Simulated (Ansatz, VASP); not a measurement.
# Ru: VASP beside Ansatz

```
CELL_PARAMETERS angstrom
3.94948 0.00000 0.00000
-1.97474 3.42035 0.00000
0.00000 0.00000 2.44556
ATOMIC_POSITIONS crystal
Ru 0.00000 0.00000 0.00000
Ru 0.33333 0.66667 0.50000
Ru 0.66667 0.33333 0.50000
```

Change from the starting cell: volume scaled by 0.78, LAPW.

Alike in both runs: task single point; functional PBE; k mesh 9 × 9 × 13; occupations fermi-dirac, width 0.08 eV; no spin polarisation.

```csv
,VASP,Ansatz
version,VASP 6.6.1,Ansatz 0.2.0
potentials or method,"VASP PAW PBE potentials, release 64 (Ru_pv), cutoff 520 eV","all-electron LAPW, scalar-relativistic"
```

|  | VASP | Ansatz | Ansatz less VASP |
| --- | --- | --- | --- |
| pressure (GPa) | 131.4 | 130.3 | -1.15 |
| traceless stress, the component that is largest in VASP (GPa) | -0.43 | -0.08 | +0.346 |

Both programs put the cell under a high pressure, so it lies far from rest at this level. Ansatz ran all-electron here, and VASP with PAW potentials.

Noted on VASP's run: the cell as given lies far from equilibrium.
